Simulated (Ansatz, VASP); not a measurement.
**Two plane-wave programs on Mg3GeN**

```xyz
5
Lattice="4.5636 0.0000 0.0000 -2.2818 3.9522 0.0000 0.0000 0.0000 4.8671" Properties=species:S:1:pos:R:3 pbc="T T T"
Mg    2.2818    0.0000    0.0000
Mg   -1.1409    1.9761    0.0000
Mg    1.1409    1.9761    0.0000
Ge    0.0000    0.0000    0.0000
N     0.0000    0.0000    2.4335
```

Alike in both runs: task relaxation of cell and atoms; functional PBE; k mesh 6 × 6 × 4; occupations gaussian, width 0.1 eV; no spin polarisation.

|  | VASP | Ansatz |
| --- | --- | --- |
| version | VASP 6.6.1 | Ansatz 0.2.0 |
| potentials or method | VASP PAW PBE potentials, release 64 (Mg, Ge_d, N), cutoff 600 eV | scalar-relativistic, plane waves, PAW |
| valence electrons in the cell | 25 | 49 |

|  | VASP | Ansatz | Ansatz less VASP |
| --- | --- | --- | --- |
| gap on the k mesh at the Fermi level, each at its own relaxed structure (eV) | none | none | - |
| relaxed volume (Å³/atom) | 22.92 | 23.41 | +0.493 |
| relaxed cell length with the largest relative difference (Å) | 5.885 | 5.963 | +0.0776 |

A gap of «none» marks a metal or a gap that the smearing closes. VASP's potentials hold 25 valence electrons a cell and Ansatz's 49, so a difference there can come from the potentials and not from the codes.

Noted on VASP's run: the volume moved by over 15 % at a fixed basis, so the end points are rough.
